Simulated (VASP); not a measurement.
GaP (m.bpbe0), 2 atoms in the cell. The structure is cubic, space group F-43m (No. 216). The conventional cell has a = 5.439 Å, b = 5.439 Å, c = 5.439 Å, α = 90.00°, β = 90.00°, γ = 90.00°. Within 3.1 Å of Ga (site symmetry -43m) lie 4 P at 2.35 Å. Within 3.1 Å of P (site symmetry -43m) lie 4 Ga at 2.35 Å. 

| Property | Result |
| --- | --- |
| Program | VASP 6.6.1 |
| Task | single point |
| Functional | PBE0 |
| Potentials or basis | VASP PAW PBE potentials, release 64 (Ga_d, P) |
| Cutoff | 400 eV |
| k mesh | 6 × 6 × 6 |
| Occupations | gaussian, width 0.01 eV |
| Spin | no spin polarisation |
| Dipole correction | no |
| Grid for exact exchange (PRECFOCK) | Normal |
| Further INCAR settings | ALGO = Normal; EDIFF = 1e-06; NBANDS = 16 |

Potentials or basis: VASP PAW PBE potentials, release 64 (Ga_d, P).

Launch:

```bash
$ cat potpaw_PBE.64/Ga_d/POTCAR potpaw_PBE.64/P/POTCAR > POTCAR
$ cp INCAR.step1 INCAR
$ mpirun -np 1 vasp_std > vasp.out
$ cp INCAR.step2 INCAR
$ mpirun -np 1 vasp_std > vasp.out
```

Hardware: 1 thread of Intel(R) Xeon(R) Platinum 8488C (Sapphire Rapids), on a shared host.

Question: Estimate the wall time of this run.

Answer: It took 25 min on 1 thread of Intel(R) Xeon(R) Platinum 8488C (Sapphire Rapids) (shared host), peak memory 0.16 GiB. Counts: k points 16.
